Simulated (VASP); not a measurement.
# InP3 (R-3m) in VASP: notebook

InP3 is run at these levels: r2SCAN; tasks: single point.

Program: VASP 6.6.1. These are calculated values, not measurements. Logs are shortened: lines on timing, memory, paths and dates and some standing lists are left out, and cuts for length are marked.

### Step 1. The cell of the first run

It takes space group R-3m (No. 166, trigonal). The conventional cell has a = 7.485 Å, b = 7.485 Å, c = 10.102 Å, α = 90.00°, β = 90.00°, γ = 120.00°. Within 3.5 Å of In (site symmetry 3m) lie 6 P at 2.66 to 2.93 Å. Within 3.0 Å of P (site symmetry m) lie 2 P at 2.21 Å and 2 In at 2.66 to 2.93 Å.

### Step 2. Single point, r2SCAN

Input file POSCAR:

```
InP3
1.0
    3.7427051410      2.1608518207      3.3674562706
   -3.7427051410      2.1608518207      3.3674562706
    0.0000000000     -4.3217036413      3.3674562706
In P
2 6
Direct
    0.2705684647      0.2705684647      0.2705684647
    0.7294315353      0.7294315353      0.7294315353
    0.7983087413      0.2448187094      0.7983087413
    0.7983087413      0.7983087413      0.2448187094
    0.2448187094      0.7983087413      0.7983087413
    0.2016912587      0.7551812906      0.2016912587
    0.7551812906      0.2016912587      0.2016912587
    0.2016912587      0.2016912587      0.7551812906
```

Input file INCAR.step1:

```
ALGO     = Normal         # electronic algorithm
EDIFF    = 1E-4           # SCF threshold, eV
ENCUT    = 520            # plane-wave cutoff, eV
GGA      = PE             # functional
ISMEAR   = -1             # smearing method
LASPH    = T              # aspherical terms in the spheres
LCHARG   = F              # write CHGCAR
LREAL    = F              # projectors in reciprocal space
LWAVE    = T              # write WAVECAR
NBANDS   = 38             # bands
NELM     = 100            # most SCF steps
PREC     = Accurate       # precision mode
SIGMA    = 0.1            # smearing width, eV
```

Input file INCAR.step2:

```
ALGO     = Normal         # electronic algorithm
EDIFF    = 1E-6           # SCF threshold, eV
ENCUT    = 520            # plane-wave cutoff, eV
ISIF     = 2              # what is computed and relaxed
ISMEAR   = -1             # smearing method
ISTART   = 1            
LASPH    = T              # aspherical terms in the spheres
LCHARG   = F              # write CHGCAR
LMIXTAU  = T            
LREAL    = F              # projectors in reciprocal space
LWAVE    = F              # write WAVECAR
METAGGA  = R2SCAN         # meta-GGA
NBANDS   = 38             # bands
NELM     = 100            # most SCF steps
PREC     = Accurate       # precision mode
SIGMA    = 0.1            # smearing width, eV
```

Input file KPOINTS:

```
k-points
0
Gamma
  6 6 6
```

Potentials or basis: VASP PAW PBE potentials, release 64 (In_d, P).

Launch:

```console
$ cat potpaw_PBE.64/In_d/POTCAR potpaw_PBE.64/P/POTCAR > POTCAR
$ cp INCAR.step1 INCAR
$ mpirun -np 1 vasp_std > vasp.out
$ cp INCAR.step2 INCAR
$ mpirun -np 1 vasp_std > vasp.out
```

OUTCAR:

```text
EDIFF = 1E-6
   ENCUT = 520
   ISIF = 2
   ISMEAR = -1
   ISTART = 1
   LASPH = T
   LREAL = F
   METAGGA = R2SCAN
   NELM = 100
   PREC = Accurate

 ion  position               nearest neighbor table
   1  0.271  0.271  0.271-   8 2.66   7 2.66   6 2.66   8 2.93   6 2.93   7 2.93
   2  0.729  0.729  0.729-   4 2.66   3 2.66   5 2.66   4 2.93   5 2.93   3 2.93
   3  0.798  0.245  0.798-   7 2.21   8 2.21   2 2.66   2 2.93
   4  0.798  0.798  0.245-   6 2.21   7 2.21   2 2.66   2 2.93
   5  0.245  0.798  0.798-   6 2.21   8 2.21   2 2.66   2 2.93
   6  0.202  0.755  0.202-   5 2.21   4 2.21   1 2.66   1 2.93
   7  0.755  0.202  0.202-   3 2.21   4 2.21   1 2.66   1 2.93
   8  0.202  0.202  0.755-   3 2.21   5 2.21   1 2.66   1 2.93

  LATTYP: Found a trigonal (rhomboedric) cell.
 ALAT       =     5.4787666585
 COS(alpha) =     0.0666691635

  Lattice vectors:

 A1 = (   3.7427051410,   2.1608518207,   3.3674562706)
 A2 = (  -3.7427051410,   2.1608518207,   3.3674562706)
 A3 = (   0.0000000000,  -4.3217036413,   3.3674562706)

Analysis of symmetry for initial positions (statically):
=====================================================================
 Subroutine PRICEL returns:
 Original cell was already a primitive cell.

 Routine SETGRP: Setting up the symmetry group for a
 trigonal (rhombohedral) supercell.

 Subroutine GETGRP returns: Found 12 space group operations
 (whereof 12 operations were pure point group operations)
 out of a pool of 12 trial point group operations.

The static configuration has the point symmetry D_3d.

Analysis of symmetry for dynamics (positions and initial velocities):
=====================================================================
 Subroutine PRICEL returns:
 Original cell was already a primitive cell.

 Routine SETGRP: Setting up the symmetry group for a
 trigonal (rhombohedral) supercell.

 Subroutine GETGRP returns: Found 12 space group operations
 (whereof 12 operations were pure point group operations)
 out of a pool of 12 trial point group operations.

The dynamic configuration has the point symmetry D_3d.

 Subroutine INISYM returns: Found 12 space group operations
 (whereof 12 operations are pure point group operations),
 and found     1 'primitive' translations

----------------------------------------------------------------------------------------

                                     Primitive cell

  volume of cell :     163.4044

  direct lattice vectors                    reciprocal lattice vectors
     3.742705141  2.160851821  3.367456271     0.133593212  0.077130077  0.098986685
    -3.742705141  2.160851821  3.367456271    -0.133593212  0.077130077  0.098986685
     0.000000000 -4.321703641  3.367456271     0.000000000 -0.154260153  0.098986685

  length of vectors
     5.478766658  5.478766658  5.478766658     0.183288185  0.183288185  0.183288185

  position of ions in fractional coordinates (direct lattice)
     0.270568465  0.270568465  0.270568465
     0.729431535  0.729431535  0.729431535
     0.798308741  0.244818709  0.798308741
     0.798308741  0.798308741  0.244818709
     0.244818709  0.798308741  0.798308741
     0.201691259  0.755181291  0.201691259
     0.755181291  0.201691259  0.201691259
     0.201691259  0.201691259  0.755181291

  ion indices of the primitive-cell ions
   primitive index   ion index
                 1           1
                 2           2
                 3           3
                 4           4
                 5           5
                 6           6
                 7           7
                 8           8

----------------------------------------------------------------------------------------

 KPOINTS: k-points

Automatic generation of k-mesh.
 Grid dimensions read from file:
 generate k-points for:    6    6    6

 Generating k-lattice:

  Cartesian coordinates                     Fractional coordinates (reciprocal lattice)
     0.022265535  0.012855013  0.016497781     0.166666667 -0.000000000  0.000000000
    -0.022265535  0.012855013  0.016497781    -0.000000000  0.166666667  0.000000000
     0.000000000 -0.025710026  0.016497781     0.000000000  0.000000000  0.166666667

  Length of vectors
     0.030548031  0.030548031  0.030548031

  Shift w.r.t. Gamma in fractional coordinates (k-lattice)
     0.000000000  0.000000000  0.000000000

 Subroutine IBZKPT returns following result:
 ===========================================

 Found     32 irreducible k-points:

 Following reciprocal coordinates:
            Coordinates               Weight
  0.000000  0.000000  0.000000      1.000000
  0.166667  0.000000 -0.000000      6.000000
  0.333333 -0.000000  0.000000      6.000000
  0.500000  0.000000 -0.000000      3.000000
  0.166667  0.166667 -0.000000      6.000000
  0.333333  0.166667 -0.000000     12.000000
[... 16 lines left out ...]
  0.500000  0.500000  0.166667      6.000000
 -0.333333  0.500000  0.166667     12.000000
[... 33 lines left out ...]
   EFERMI =   0.00;   METHOD = LEGACY
   ISMEAR =    -1;   SIGMA  =   0.10  broadening in eV -4-tet -1-fermi 0-gaus
   EFERMI_NEDOS =   21; number of points for ismear=-14 and -15
   IALGO  =     38    algorithm
   IMIX   =      4    mixing-type and parameters
     AMIX     =   0.40;   BMIX     =  1.00
     AMIX_MAG =   1.60;   BMIX_MAG =  1.00
  volume/ion in A,a.u.               =      20.43       137.84
  Fermi-wavevector in a.u.,A,eV,Ry     =   1.145644  2.164953 17.857639  1.312499
  Thomas-Fermi vector in A             =   2.282331
   LORBIT       =      0    0 simple, 1 ext, 2 COOP (PROOUT), +10 PAW based schemes
   METAGGA = R2SCAN    functional components
   LHFCALC =     F    Hartree Fock is set to
   AEXX    =    0.0000 exact exchange contribution
   IVDW    =     0    specifies the selected vdW correction
   LEPSILON=     F    determine dielectric tensor
   LRPA    =     F    only Hartree local field effects (RPA)
 non-spin polarized calculation
  energy-cutoff  :      520.00
  volume of cell :      163.40
 maximum number of plane-waves:      4416
 NGX is ok and might be reduce to    42
   NGX = 21   NGY = 21   NGZ = 21

 number of electron      56.0000014 magnetization

 Free energy of the ion-electron system (eV)
  ---------------------------------------------------
  ext. energy  EPLUGINS =         0.00000000
  ---------------------------------------------------
  free energy    TOTEN  =      -100.17494071 eV

  energy without entropy =     -100.14042318  energy(sigma->0) =     -100.15768194

 E-fermi :   6.3520     XC(G=0): -10.5594

 val. band max:        6.3393432444   @ k =   0.5000   0.5000   0.3333
 cond. band min:       6.5120338800   @ k =   0.5000   0.5000   0.5000
 fundamental gap:      0.1726906356
 Fermi energy:         6.3519658307

 k-point     1 :       0.0000    0.0000    0.0000
  band No.  band energies     occupation
      1      -8.7104      2.00000
      2      -8.7104      2.00000
      3      -8.5778      2.00000
      4      -8.5778      2.00000
      5      -8.4840      2.00000
      6      -8.4709      2.00000
[... 30 lines left out ...]
     37      12.8838      0.00000
     38      14.0640      0.00000

 k-point     2 :       0.1667    0.0000   -0.0000
  band No.  band energies     occupation
      1      -8.7267      2.00000
      2      -8.7016      2.00000
      3      -8.5830      2.00000
      4      -8.5736      2.00000
      5      -8.4923      2.00000
      6      -8.4826      2.00000
[... 30 lines left out ...]
     37      12.2228      0.00000
     38      13.2547      0.00000

 k-point     3 :       0.3333   -0.0000    0.0000
  band No.  band energies     occupation
      1      -8.7396      2.00000
      2      -8.6807      2.00000
      3      -8.5965      2.00000
      4      -8.5690      2.00000
      5      -8.4939      2.00000
      6      -8.4847      2.00000
[... 30 lines left out ...]
     37      12.0884      0.00000
[... 781 lines left out ...]
 k-point    23 :       0.5000    0.5000    0.1667
  band No.  band energies     occupation
      1      -8.7148      2.00000
      2      -8.5967      2.00000
      3      -8.5626      2.00000
      4      -8.5523      2.00000
      5      -8.5246      2.00000
      6      -8.4807      2.00000
[... 30 lines left out ...]
     37      11.1098      0.00000
     38      11.2268      0.00000

 k-point    24 :      -0.3333    0.5000    0.1667
  band No.  band energies     occupation
      1      -8.7312      2.00000
      2      -8.5992      2.00000
      3      -8.5765      2.00000
      4      -8.5574      2.00000
      5      -8.5074      2.00000
      6      -8.4836      2.00000
[... 30 lines left out ...]
     37      11.2809      0.00000
     38      11.4510      0.00000

 [... further k-points ...]
[... 5 lines left out ...]
  --------------------------------------------------------------------------------------
  -------------------------------------------------------------------------------------
  Total       -0.4498687     -0.4498687     -0.2868548      0.0000000     -0.0000000      0.0000000
  in kB       -4.4109541     -4.4109541     -2.8126058      0.0000000     -0.0000000      0.0000000
  external PRESSURE =      -3.8781713 kB  Pullay stress =       0.0000000 kB

 VOLUME and BASIS-vectors are now :
 -----------------------------------------------------------------------------
  energy-cutoff  :      520.00
  volume of cell :      163.40
      direct lattice vectors                 reciprocal lattice vectors
     3.742705141  2.160851821  3.367456271     0.133593212  0.077130077  0.098986685
    -3.742705141  2.160851821  3.367456271    -0.133593212  0.077130077  0.098986685
     0.000000000 -4.321703641  3.367456271     0.000000000 -0.154260153  0.098986685

 POSITION                                       TOTAL-FORCE (eV/Angst)
 -----------------------------------------------------------------------------------
      0.00000      0.00000      2.73338         0.000000      0.000000      0.010559
      0.00000      0.00000      7.36899         0.000000     -0.000000     -0.010559
      2.07155     -1.19601      6.20096         0.059978     -0.034629      0.085108
      0.00000      2.39202      6.20096         0.000000      0.069257      0.085108
     -2.07155     -1.19601      6.20096        -0.059978     -0.034629      0.085108
     -2.07155      1.19601      3.90141        -0.059978      0.034629     -0.085108
      2.07155      1.19601      3.90141         0.059978      0.034629     -0.085108
      0.00000     -2.39202      3.90141         0.000000     -0.069257     -0.085108
 -----------------------------------------------------------------------------------
    total drift:                               -0.000000     -0.000000      0.000000

  FREE ENERGIE OF THE ION-ELECTRON SYSTEM (eV)
  ---------------------------------------------------
  free  energy   TOTEN  =      -100.1749407061 eV

  energy  without entropy=     -100.1404231829  energy(sigma->0) =     -100.15768194
```

Run time: 8.9 min. Hardware: 1 thread of AMD EPYC 9R14 (Zen 4), shared host; peak memory 0.33 GiB.

Results:

```
Free energy            : -100.1749 eV
Pressure               : -0.4 GPa
Largest force          : 0.110 eV/Å
Band gap on the k mesh : zero (bands 28 and 29 overlap by 0.33 eV)
```

Forces on the atoms (eV/Å):
```
In   0.000  0.000  0.011
In   0.000  0.000 -0.011
P    0.060 -0.035  0.085
P    0.000  0.069  0.085
P   -0.060 -0.035  0.085
P   -0.060  0.035 -0.085
P    0.060  0.035 -0.085
P    0.000 -0.069 -0.085
```

Levels at points of the mesh, in eV from the Fermi level:
| k point | band 25 | band 26 | band 27 | band 28 | band 29 | band 30 | band 31 | band 32 |
| --- | --- | --- | --- | --- | --- | --- | --- | --- |
| (0.00, 0.00, 0.00) | -2.27 | -1.95 | -0.81 | -0.81 | -0.17 | -0.16 | 2.51 | 2.61 |
| (0.50, 0.00, 0.00) | -2.58 | -1.55 | -1.17 | -1.05 | 0.70 | 2.74 | 3.09 | 3.27 |
| (0.50, 0.50, 0.00) | -1.36 | -0.81 | -0.61 | -0.10 | 1.60 | 1.81 | 2.61 | 2.91 |
| (0.50, 0.50, 0.50) | -0.08 | -0.08 | 0.16 | 0.16 | 1.92 | 2.00 | 2.00 | 2.31 |

Caveat: semilocal functionals underestimate gaps, and a narrow one can read as zero; the PAW data sets were made with another functional, which shifts forces and pressure a little; spin-orbit coupling is left out, which moves the levels of the heavy elements.

### Step 3. Single point, r2SCAN

Input file POSCAR:

```
InP3
1.0
    3.7427051399      2.1608518200      3.3674562700
   -3.7427051399      2.1608518200      3.3674562700
    0.0000000000     -4.3217036401      3.3674562700
In P
2 6
Direct
    0.2705684600      0.2705684600      0.2705684600
    0.7294315400      0.7294315400      0.7294315400
    0.7983087400      0.2448187100      0.7983087400
    0.7983087400      0.7983087400      0.2448187100
    0.2448187100      0.7983087400      0.7983087400
    0.2016912600      0.7551812900      0.2016912600
    0.7551812900      0.2016912600      0.2016912600
    0.2016912600      0.2016912600      0.7551812900
```

Input file INCAR.step1:

```
SYSTEM = InP3
PREC = Accurate ; ENCUT = 520
ISMEAR = -1 ; SIGMA = 0.1
LREAL = .False. ; LASPH = .True.
NELM = 80 ; NBANDS = 38
GGA = PE ; ALGO = Normal
EDIFF = 1E-4 ; LWAVE = .True.
LCHARG = .False.
```

Input file INCAR.step2:

```
SYSTEM = InP3
PREC = Accurate ; ENCUT = 520
EDIFF = 1E-6 ; ISMEAR = -1
SIGMA = 0.1 ; LREAL = .False.
LASPH = .True. ; NELM = 80
ALGO = Normal ; ISIF = 2
LWAVE = .False. ; LCHARG = .False.
METAGGA = R2SCAN ; LMIXTAU = .True.
NBANDS = 38 ; ISTART = 1
```

Input file KPOINTS:

```
regular mesh
0
Gamma
  6 6 6
  0 0 0
```

Potentials or basis: VASP PAW PBE potentials, release 64 (In_d, P).

Launch:

```console
$ cat potpaw_PBE.64/In_d/POTCAR potpaw_PBE.64/P/POTCAR > POTCAR
$ cp INCAR.step1 INCAR
$ mpirun -np 1 vasp_std > vasp.out
$ cp INCAR.step2 INCAR
$ mpirun -np 1 vasp_std > vasp.out
```

Wall time 8.4 min (1 thread of AMD EPYC 9R14 (Zen 4), shared host); peak memory 0.33 GiB.

It converged, with:

```yaml
Free_energy: -100.1749 eV
Pressure: -0.4 GPa
Largest_force: 0.110 eV/Å
Band_gap_on_the_k_mesh: zero (bands 28 and 29 overlap by 0.33 eV)
```

Forces in eV/Å, atoms in the order of the input:
```
In   0.000  0.000  0.011
In   0.000  0.000 -0.011
P    0.060 -0.035  0.085
P    0.000  0.069  0.085
P   -0.060 -0.035  0.085
P   -0.060  0.035 -0.085
P    0.060  0.035 -0.085
P    0.000 -0.069 -0.085
```

Stress tensor (GPa, compression positive):
```
-0.44  0.00  0.00
 0.00 -0.44  0.00
 0.00  0.00 -0.28
```

Levels at points of the mesh, in eV from the Fermi level:
```csv
k point,band 25,band 26,band 27,band 28,band 29,band 30,band 31,band 32
"(0.00, 0.00, 0.00)",-2.27,-1.95,-0.81,-0.81,-0.17,-0.16,2.51,2.61
"(0.50, 0.00, 0.00)",-2.58,-1.55,-1.17,-1.05,0.70,2.74,3.09,3.27
"(0.50, 0.50, 0.00)",-1.36,-0.81,-0.61,-0.10,1.60,1.81,2.61,2.91
"(0.50, 0.50, 0.50)",-0.08,-0.08,0.16,0.16,1.92,2.00,2.00,2.31
```

Caveat: semilocal functionals underestimate gaps, and a narrow one can read as zero; the PAW data sets were made with another functional, which shifts forces and pressure a little; spin-orbit coupling is left out, which moves the levels of the heavy elements.

### Step 4. Single point, r2SCAN

This run uses another cell than the first one, of 20.83 Å³/atom.

Input file POSCAR:

```
InP3
1.0
    3.7674919889      2.1751625123      3.3897579611
   -3.7674919889      2.1751625123      3.3897579611
    0.0000000000     -4.3503250296      3.3897579579
In P
2 6
Direct
    0.2706156663      0.2706156663      0.2706156663
    0.7293843337      0.7293843337      0.7293843337
    0.7993956713      0.2444242610      0.7993956713
    0.7993956713      0.7993956713      0.2444242610
    0.2444242610      0.7993956713      0.7993956713
    0.2006043287      0.7555757390      0.2006043287
    0.7555757390      0.2006043287      0.2006043287
    0.2006043287      0.2006043287      0.7555757390
```

Input file INCAR.step1:

```
SYSTEM = InP3
PREC = Accurate
ENCUT = 520
ISMEAR = -1
SIGMA = 0.1
LREAL = .False.
LASPH = .True.
NELM = 80
NBANDS = 38
GGA = PE
ALGO = Normal
EDIFF = 1E-4
LWAVE = .True.
LCHARG = .False.
```

Input file INCAR.step2:

```
SYSTEM = InP3
PREC = Accurate
ENCUT = 520
EDIFF = 1E-7
ISMEAR = -1
SIGMA = 0.1
LREAL = .False.
LASPH = .True.
NELM = 80
ALGO = Normal
ISIF = 2
LWAVE = .False.
LCHARG = .False.
METAGGA = R2SCAN
LMIXTAU = .True.
NBANDS = 38
ISTART = 1
```

Input file KPOINTS:

```
Automatic mesh
0
Gamma
  6 6 6
  0 0 0
```

Launch:

```console
$ cat potpaw_PBE.64/In_d/POTCAR potpaw_PBE.64/P/POTCAR > POTCAR
$ cp INCAR.step1 INCAR
$ mpirun -np 1 vasp_std > vasp.out
$ cp INCAR.step2 INCAR
$ mpirun -np 1 vasp_std > vasp.out
```

It took 7.8 min on 1 thread of AMD EPYC 9R14 (Zen 4), shared host; peak memory 0.34 GiB.

It converged, with:

```yaml
Free_energy: -100.1618 eV
Pressure: -1.5 GPa
Largest_force: 0.099 eV/Å
Band_gap_on_the_k_mesh: zero (bands 28 and 29 overlap by 0.42 eV)
```

Forces on the atoms (eV/Å):
```
In   0.000  0.000  0.016
In   0.000  0.000 -0.016
P    0.049 -0.028  0.082
P    0.000  0.056  0.082
P   -0.049 -0.028  0.082
P   -0.049  0.028 -0.082
P    0.049  0.028 -0.082
P    0.000 -0.056 -0.082
```

Stress tensor (GPa, compression positive):
```
-1.76  0.00  0.00
 0.00 -1.76  0.00
 0.00  0.00 -1.08
```

Levels at points of the mesh, in eV from the Fermi level:
```tsv
k point	band 25	band 26	band 27	band 28	band 29	band 30	band 31	band 32
(0.00, 0.00, 0.00)	-2.20	-1.95	-0.81	-0.81	-0.26	-0.12	2.54	2.64
(0.50, 0.00, 0.00)	-2.52	-1.50	-1.17	-0.99	0.74	2.70	3.12	3.27
(0.50, 0.50, 0.00)	-1.32	-0.80	-0.59	-0.10	1.61	1.82	2.65	2.96
(0.50, 0.50, 0.50)	-0.08	-0.08	0.15	0.15	1.86	1.99	1.99	2.33
```

Caveat: semilocal functionals underestimate gaps, and a narrow one can read as zero; the PAW data sets were made with another functional, which shifts forces and pressure a little; spin-orbit coupling is left out, which moves the levels of the heavy elements.

The gap in the log of VASP goes by the Fermi energy; the results here count the filled bands.